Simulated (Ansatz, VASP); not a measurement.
# One calculation of NaI, two programs

POSCAR

```
NaI
1.0
    0.0000000000      3.2616066755      3.2616066755
    3.2616066755      0.0000000000      3.2616066755
    3.2616066755      3.2616066755      0.0000000000
Na I
1 1
Direct
    0.0000000000      0.0000000000      0.0000000000
    0.5000000000      0.5000000000      0.5000000000
```

File INCAR.step1:

```
SYSTEM = NaI
ALGO     = Normal         ! electronic algorithm
EDIFF    = 1E-4           ! SCF threshold, eV
ENCUT    = 520            ! plane-wave cutoff, eV
GGA      = PE             ! functional
ISMEAR   = 0              ! smearing method
LASPH    = .True.         ! aspherical terms in the spheres
LCHARG   = .False.        ! write CHGCAR
LREAL    = .False.        ! projectors in reciprocal space
LWAVE    = .True.         ! write WAVECAR
NBANDS   = 14             ! bands
NELM     = 100            ! most SCF steps
PREC     = Accurate       ! precision mode
SIGMA    = 0.01           ! smearing width, eV
```

Contents of INCAR.step2:

```
SYSTEM = NaI
ALGO     = Normal         ! electronic algorithm
EDIFF    = 1E-7           ! SCF threshold, eV
ENCUT    = 520            ! plane-wave cutoff, eV
ISIF     = 2              ! what is computed and relaxed
ISMEAR   = 0              ! smearing method
ISTART   = 1            
LASPH    = .True.         ! aspherical terms in the spheres
LCHARG   = .False.        ! write CHGCAR
LMIXTAU  = .True.       
LREAL    = .False.        ! projectors in reciprocal space
LWAVE    = .False.        ! write WAVECAR
METAGGA  = R2SCAN         ! meta-GGA
NBANDS   = 14             ! bands
NELM     = 100            ! most SCF steps
PREC     = Accurate       ! precision mode
SIGMA    = 0.01           ! smearing width, eV
```

KPOINTS

```
k-points
0
Gamma
  6 6 6
  0 0 0
```

Input for Ansatz:

```yaml
crystal:
  lattice:
    - [0.0, 3.2616066755, 3.2616066755]
    - [3.2616066755, 0.0, 3.2616066755]
    - [3.2616066755, 3.2616066755, 0.0]
  atoms:
    - { symbol: Na, position: [0.0, 0.0, 0.0] }
    - { symbol: I, position: [0.5, 0.5, 0.5] }
kpoints:
  mp_grid: { grid: [6, 6, 6] }
hamiltonian:
  xc: r2scan
scf:
  occupations: { method: fixed }
  n_extra_bands: 4
output:
  forces: true
  stress: true
  eigenvalues: true
```

Alike in both runs: task single point; functional r2SCAN; k mesh 6 × 6 × 6; no spin polarisation.

|  | VASP | Ansatz |
| --- | --- | --- |
| version | VASP 6.6.1 | Ansatz 0.2.0 |
| potentials or method | VASP PAW PBE potentials, release 64 (Na_pv, I) | plane waves, PAW |
| plane-wave cutoff (eV) | 520 | 500 |
| occupations | gaussian, width 0.01 eV | fixed |
| valence electrons in the cell | 14 | 26 |

|  | VASP | Ansatz | Ansatz less VASP |
| --- | --- | --- | --- |
| gap on the k mesh at the Fermi level (eV) | 4.37 | 4.36 | -0.009 |
| pressure (GPa) | -0.5 | -0.5 | +0.07 |

VASP's potentials were made for PBE, not for r2SCAN. VASP's potentials hold 14 valence electrons a cell and Ansatz's 26, so a difference there can come from the potentials and not from the codes.

Spin-orbit coupling is off throughout.
